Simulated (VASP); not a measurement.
CdS:

```xyz
2
Lattice="-0.0373 2.9313 2.9313 2.9313 -0.0373 2.9313 2.9313 2.9313 -0.0373" Properties=species:S:1:pos:R:3 pbc="T T T"
Cd   -0.0080   -0.0080   -0.0080
S     1.4643    1.4643    1.4643
```

This cell differs from its parent crystal: epitaxial 111 strain +1.0%.

Base run:

* Program: VASP 6.6.1
* Functional: PBE
* Potentials or basis: VASP PAW PBE potentials, release 64 (Cd, S)
* Cutoff: 520 eV
* k mesh: 8 × 8 × 8
* Occupations: fermi-dirac, width 0.02 eV
* Spin: no spin polarisation

Its results: band gap on the k mesh 1.03 eV, direct; pressure 1.1 GPa; largest force 0.003 eV/Å.

Q: The run is repeated on the same cell with these changes: functional from PBE to r2SCAN; occupations from fermi-dirac, width 0.02 eV to gaussian, width 0.01 eV. What comes out?

A: Band gap on the k mesh 1.46 eV, direct; pressure -0.4 GPa; largest force 0.004 eV/Å.

Caveats: the PAW data sets were made with another functional, which shifts forces and pressure a little (some runs).

